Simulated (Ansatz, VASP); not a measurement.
BP: VASP beside Ansatz

```xyz
2
Lattice="0.0000 2.2683 2.2910 2.2683 0.0000 2.2910 2.2683 2.2683 0.0000" Properties=species:S:1:pos:R:3 pbc="T T T"
B     0.0000    0.0000    0.0000
P     1.1342    1.1342    1.1455
```

Change from the starting cell: uniaxial_z strain +1.0%.

Alike in both runs: task single point; functional PBE; k mesh 10 × 10 × 10; occupations fermi-dirac, width 0.02 eV; no spin polarisation.

```csv
,VASP,Ansatz
version,VASP 6.6.1,Ansatz 0.2.0
potentials or method,"VASP PAW PBE potentials, release 64 (B, P)","plane waves, PAW"
plane-wave cutoff (eV),520,420
valence electrons in the cell,8,8
```

|  | VASP | Ansatz | Ansatz less VASP |
| --- | --- | --- | --- |
| gap on the k mesh at the Fermi level (eV) | 1.18 | 1.18 | +0.004 |
| pressure (GPa) | -0.6 | -0.3 | +0.23 |
| traceless stress, the component that is largest in VASP (GPa) | -1.79 | -1.79 | +0.003 |
